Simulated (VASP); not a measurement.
# SiNi (Pnma) in VASP: single point with PBEsol

Aim: the single point of SiNi with PBEsol.

Everything below comes from runs of VASP 6.6.1. Logs are shortened: lines on timing, memory, paths and dates and some standing lists are left out, and cuts for length are marked.

## (1) The cell of the first run

The structure is orthorhombic, space group Pnma (No. 62). Conventional cell: a = 5.173 Å, b = 3.338 Å, c = 5.605 Å, α = 90.00°, β = 90.00°, γ = 90.00°. Within 3.0 Å of Si (site symmetry m) lie 6 Ni at 2.28 to 2.40 Å and 2 Si at 2.66 Å. Within 3.0 Å of Ni (site symmetry m) lie 6 Si at 2.28 to 2.40 Å and 4 Ni at 2.68 to 2.69 Å.

## (2) Single point, PBEsol, collinear spin, antiferromagnetic start

INCAR reads:

```
PREC = Accurate
ENCUT = 520
EDIFF = 1E-6
ISMEAR = 0
SIGMA = 0.3
LREAL = F
LASPH = T
NELM = 150
ALGO = Normal
ISIF = 2
LWAVE = F
LCHARG = F
ISPIN = 2
MAGMOM = 0 0 0 0 1.5 -1.5 1.5 -1.5
LORBIT = 11
LMAXMIX = 4
GGA = PS
NBANDS = 42
```

KPOINTS reads:

```
regular mesh
0
Gamma
  3 5 3
```

POSCAR reads:

```
SiNi
1.0
    5.1731000000      0.0000000000      0.0000000000
    0.0000000000      3.3381000000      0.0000000000
    0.0000000000      0.0000000000      5.6049000000
Si Ni
4 4
Direct
    0.3212800004      0.7500000000      0.0825000000
    0.1787199996      0.2500000000      0.5825000000
    0.8212800004      0.7500000000      0.4175000000
    0.6787199996      0.2500000000      0.9175000000
    0.0077900002      0.2500000000      0.1875200004
    0.4922099998      0.7500000000      0.6875200004
    0.5077900002      0.2500000000      0.3124799996
    0.9922099998      0.7500000000      0.8124799996
```

Potentials or basis: VASP PAW PBE potentials, release 64 (Si, Ni).

The run is started by

```bash
> cat potpaw_PBE.64/Si/POTCAR potpaw_PBE.64/Ni/POTCAR > POTCAR
> mpirun -np 1 vasp_std > vasp.out
```

OUTCAR:

```text
PREC = Accurate
   ENCUT = 520
   EDIFF = 1E-6
   ISMEAR = 0
   LREAL = F
   LASPH = T
   NELM = 150
   ISIF = 2
   ISPIN = 2
   LORBIT = 11
   GGA = PS

 ion  position               nearest neighbor table
   1  0.321  0.750  0.083-   8 2.28   7 2.32   7 2.32   6 2.38   5 2.40   5 2.40   4 2.66   4 2.66

   2  0.179  0.250  0.583-   7 2.28   8 2.32   8 2.32   5 2.38   6 2.40   6 2.40   3 2.66   3 2.66

   3  0.821  0.750  0.417-   6 2.28   5 2.32   5 2.32   8 2.38   7 2.40   7 2.40   2 2.66   2 2.66

   4  0.679  0.250  0.917-   5 2.28   6 2.32   6 2.32   7 2.38   8 2.40   8 2.40   1 2.66   1 2.66

   5  0.008  0.250  0.188-   4 2.28   3 2.32   3 2.32   2 2.38   1 2.40   1 2.40   7 2.68   7 2.68
                             8 2.69   8 2.69
   6  0.492  0.750  0.688-   3 2.28   4 2.32   4 2.32   1 2.38   2 2.40   2 2.40   8 2.68   8 2.68
                             7 2.69   7 2.69
   7  0.508  0.250  0.312-   2 2.28   1 2.32   1 2.32   4 2.38   3 2.40   3 2.40   5 2.68   5 2.68
                             6 2.69   6 2.69
   8  0.992  0.750  0.812-   1 2.28   2 2.32   2 2.32   3 2.38   4 2.40   4 2.40   6 2.68   6 2.68
                             5 2.69   5 2.69

  LATTYP: Found a simple orthorhombic cell.
 ALAT       =     3.3381000000
 B/A-ratio  =     1.5497139091
 C/A-ratio  =     1.6790689314

  Lattice vectors:

 A1 = (   0.0000000000,  -3.3381000000,   0.0000000000)
 A2 = (   5.1731000000,   0.0000000000,   0.0000000000)
 A3 = (   0.0000000000,   0.0000000000,   5.6049000000)

Analysis of symmetry for initial positions (statically):
=====================================================================
 Subroutine PRICEL returns:
 Original cell was already a primitive cell.

 Routine SETGRP: Setting up the symmetry group for a
 simple orthorhombic supercell.

 Subroutine GETGRP returns: Found  8 space group operations
 (whereof  2 operations were pure point group operations)
 out of a pool of  8 trial point group operations.

The static configuration has the point symmetry S_2 .
 The point group associated with its full space group is D_2h.

Analysis of symmetry for dynamics (positions and initial velocities):
=====================================================================
 Subroutine PRICEL returns:
 Original cell was already a primitive cell.

 Routine SETGRP: Setting up the symmetry group for a
 simple orthorhombic supercell.

 Subroutine GETGRP returns: Found  8 space group operations
 (whereof  2 operations were pure point group operations)
 out of a pool of  8 trial point group operations.
[... 161 lines left out ...]
  ext. energy  EPLUGINS =         0.00000000
  ---------------------------------------------------
  free energy    TOTEN  =       -52.21004425 eV

  energy without entropy =      -52.07279190  energy(sigma->0) =      -52.14141808

 E-fermi :  10.3299     XC(G=0): -12.3321

 val. band max:       10.3125531923   @ k =   0.3333   0.2000   0.3333
 cond. band min:      10.3342337099   @ k =   0.3333   0.2000   0.0000
 fundamental gap:      0.0216805176
 Fermi energy:        10.3298686547

 spin component 1

 k-point     1 :       0.0000    0.0000    0.0000
  band No.  band energies     occupation
      1      -2.6746      1.00000
      2       0.6481      1.00000
      3       1.9873      1.00000
      4       2.4925      1.00000
      5       3.7924      1.00000
      6       4.2728      1.00000
[... 505 lines left out ...]
     39      16.9775      0.00000
     40      17.3159      0.00000
 Fermi energy:        10.3298686547

 spin component 2

 k-point     1 :       0.0000    0.0000    0.0000
  band No.  band energies     occupation
      1      -2.6746      1.00000
      2       0.6481      1.00000
      3       1.9873      1.00000
      4       2.4925      1.00000
      5       3.7924      1.00000
      6       4.2728      1.00000
[... 505 lines left out ...]
     39      16.9775      0.00000
     40      17.3159      0.00000
 [bands above 40 left out]

------------------------ aborting loop because EDIFF is reached ----------------------------------------

  FORCE on cell =-STRESS in cart. coord.  units (eV):
  Direction    XX          YY          ZZ          XY          YZ          ZX
  --------------------------------------------------------------------------------------
  -------------------------------------------------------------------------------------
  Total       -1.5600940     -2.9835291     -2.1908165      0.0000000      0.0000000      0.0000000
  in kB      -25.8251751    -49.3881514    -36.2659029      0.0000000      0.0000000      0.0000000
  external PRESSURE =     -37.1597431 kB  Pullay stress =       0.0000000 kB

 VOLUME and BASIS-vectors are now :
 -----------------------------------------------------------------------------
  energy-cutoff  :      520.00
  volume of cell :       96.79
      direct lattice vectors                 reciprocal lattice vectors
     5.173100000  0.000000000  0.000000000     0.193307688  0.000000000  0.000000000
     0.000000000  3.338100000  0.000000000     0.000000000  0.299571613  0.000000000
     0.000000000  0.000000000  5.604900000     0.000000000  0.000000000  0.178415315

 POSITION                                       TOTAL-FORCE (eV/Angst)
 -----------------------------------------------------------------------------------
      1.66201      2.50357      0.46240        -0.045883      0.000000      0.027796
      0.92454      0.83452      3.26485         0.045883     -0.000000      0.027796
      4.24856      2.50357      2.34005        -0.045883      0.000000     -0.027796
      3.51109      0.83452      5.14250         0.045883     -0.000000     -0.027796
      0.04030      0.83452      1.05103         0.025466      0.000000      0.072322
      2.54625      2.50357      3.85348        -0.025466      0.000000      0.072322
      2.62685      0.83452      1.75142         0.025466     -0.000000     -0.072322
      5.13280      2.50357      4.55387        -0.025466     -0.000000     -0.072322
 -----------------------------------------------------------------------------------
    total drift:                               -0.000000      0.000000     -0.000000

  FREE ENERGIE OF THE ION-ELECTRON SYSTEM (eV)
  ---------------------------------------------------
  free  energy   TOTEN  =       -52.2100442536 eV

  energy  without entropy=      -52.0727919008  energy(sigma->0) =      -52.14141808

 total charge

# of ion       s       p       d       tot
------------------------------------------
    1        0.761   0.850   0.000   1.611
    2        0.761   0.850   0.000   1.611
    3        0.761   0.850   0.000   1.611
    4        0.761   0.850   0.000   1.611
    5        0.503   0.644   8.452   9.598
    6        0.503   0.644   8.452   9.598
    7        0.503   0.644   8.452   9.598
    8        0.503   0.644   8.452   9.598
--------------------------------------------------
tot          5.054   5.978  33.807  44.838

 magnetization (x)

# of ion       s       p       d       tot
------------------------------------------
    1       -0.000  -0.000   0.000  -0.000
    2        0.000   0.000   0.000   0.000
    3       -0.000  -0.000   0.000  -0.000
    4        0.000   0.000   0.000   0.000
    5       -0.000  -0.000   0.000   0.000
    6        0.000   0.000  -0.000  -0.000
    7       -0.000  -0.000   0.000   0.000
    8        0.000   0.000  -0.000  -0.000
--------------------------------------------------
tot          0.000   0.000   0.000   0.000
```

OSZICAR:

```text
N       E                     dE             d eps       ncg     rms          rms(c)
DAV:   1     0.367864202699E+03    0.36786E+03   -0.23472E+04  2016   0.156E+03
DAV:   2    -0.251740938379E+02   -0.39304E+03   -0.37054E+03  2024   0.340E+02
DAV:   3    -0.582789403787E+02   -0.33105E+02   -0.31625E+02  2274   0.115E+02
DAV:   4    -0.593140707655E+02   -0.10351E+01   -0.10286E+01  2446   0.190E+01
DAV:   5    -0.593463868558E+02   -0.32316E-01   -0.32292E-01  2480   0.318E+00    0.318E+01
DAV:   6    -0.711586438073E+02   -0.11812E+02   -0.12258E+02  2374   0.167E+02    0.409E+01
DAV:   7    -0.522080310632E+02    0.18951E+02   -0.43772E+01  2452   0.104E+02    0.685E+00
DAV:   8    -0.523058502168E+02   -0.97819E-01   -0.58699E+00  2996   0.200E+01    0.406E+00
DAV:   9    -0.522087408301E+02    0.97109E-01   -0.62923E-01  2734   0.919E+00    0.112E+00
DAV:  10    -0.522120838902E+02   -0.33431E-02   -0.59142E-02  2340   0.331E+00    0.694E-01
DAV:  11    -0.522106068312E+02    0.14771E-02   -0.39682E-03  2918   0.587E-01    0.390E-01
DAV:  12    -0.522100749948E+02    0.53184E-03   -0.10468E-03  2440   0.471E-01    0.184E-01
DAV:  13    -0.522100600176E+02    0.14977E-04   -0.20615E-04  2964   0.162E-01    0.745E-02
DAV:  14    -0.522100491338E+02    0.10884E-04   -0.39315E-05  2572   0.900E-02    0.369E-02
DAV:  15    -0.522100445750E+02    0.45588E-05   -0.13501E-05  3128   0.337E-02    0.122E-02
DAV:  16    -0.522100442536E+02    0.32142E-06   -0.20012E-06  1356   0.114E-02
   1 F= -.52210044E+02 E0= -.52141418E+02  d E =-.137252E+00  mag=    -0.0000
```

stdout:

```text
POSCAR found type information on POSCAR SiNi
 POSCAR found :  2 types and       8 ions
 scaLAPACK will be used
 -----------------------------------------------------------------------------
|                                                                             |
|                                                                             |
|     You enforced a specific xc type in the INCAR file but a different       |
|     I HOPE YOU KNOW WHAT YOU ARE DOING!                                     |
|                                                                             |
 -----------------------------------------------------------------------------

 LDA part: xc-table for (Slater+PW92), standard interpolation
 POSCAR, INCAR and KPOINTS ok, starting setup
 FFT: planning ... GRIDC
 FFT: planning ... GRID_SOFT
 FFT: planning ... GRID
 WAVECAR not read
 entering main loop
```

Run time: 1.8 min. Hardware: 1 thread of Intel Xeon Platinum 8259CL at 2.50GHz (Skylake/Cascade Lake), shared host; peak memory 0.27 GiB.

What came out:

```yaml
Free_energy: -52.2100 eV
Pressure: -3.7 GPa
Largest_force: 0.077 eV/Å
Band_gap_on_the_k_mesh: zero (filled and empty bands overlap)
Net_moment: 0.00 μB per cell
Valence_electrons_inside_the_program's_atomic_spheres: Si 1.61; Ni 9.60
```

Forces in eV/Å, atoms in the order of the input:
```
Si  -0.046  0.000  0.028
Si   0.046  0.000  0.028
Si  -0.046  0.000 -0.028
Si   0.046  0.000 -0.028
Ni   0.025  0.000  0.072
Ni  -0.025  0.000  0.072
Ni   0.025  0.000 -0.072
Ni  -0.025  0.000 -0.072
```

Caveat: the k points lie up to 0.40 Å⁻¹ apart; the starting moments collapsed, and a magnetic state may lie lower; the PAW data sets were made with another functional, which shifts forces and pressure a little.
